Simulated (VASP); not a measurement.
Wanted: the native input for a VASP 6.6.1 run.

```yaml
Task: single point
Functional: PBEsol
Potentials_or_basis: VASP PAW PBE potentials, release 64 (H)
Cutoff: 500 eV
k_mesh: 9 × 9 × 6
Occupations: gaussian, width 0.05 eV
Spin: no spin polarisation
Dipole_correction: no
Further_INCAR_settings: ALGO = Normal; EDIFF = 1e-06; NBANDS = 10
```

The structure of H lies in POSCAR:

```
H
1.0
    3.8401304226      0.0000000000      0.0000000000
   -1.9200652113      3.3256504998     -0.0831412625
    0.0000000000     -0.1261665388      5.0466615500
H
4
Direct
    0.3333333333      0.6666666667      0.1764958800
    0.6666666667      0.3333333333      0.6764958800
    0.6666666667      0.3333333333      0.8235041200
    0.3333333333      0.6666666667      0.3235041200
```

This cell differs from its parent crystal: strain -0.0500 x Voigt [0, 0, 0, 1, 0, 0].

These files were run (other wordings do the same):

INCAR

```
SYSTEM = H
ALGO = Normal
EDIFF = 1E-6
ENCUT = 500
GGA = PS
GGA_COMPAT = .FALSE.
ISIF = 2
ISMEAR = 0
LASPH = .TRUE.
LCHARG = .FALSE.
LREAL = .FALSE.
LWAVE = .FALSE.
NBANDS = 10
NELM = 120
PREC = Accurate
SIGMA = 0.05
```

KPOINTS

```
k-points
0
G
  9 9 6
  0 0 0
```

Potentials or basis: VASP PAW PBE potentials, release 64 (H).

The run is started by

```sh
$ cat potpaw_PBE.64/H/POTCAR > POTCAR
$ mpirun -np 1 vasp_std > vasp.out
```

Results of the run:

```json
{
 "Pressure": "0.5 GPa",
 "Largest force": "0.600 eV/Å",
 "Band gap on the k mesh": "9.32 eV"
}
```

Caveat: the cell differs from its parent crystal (strain -0.0500 x Voigt [0, 0, 0, 1, 0, 0]); this functional lacks dispersion, which holds the molecules together, so the pressure and a relaxed volume are unreliable; the PAW data sets were made with another functional, which shifts forces and pressure a little; an odd mesh through Γ misses points on the zone boundary, where band edges can lie.

Wall time 56 s on 1 thread of Intel Xeon 6455B, on a shared host, peak memory 0.21 GiB.
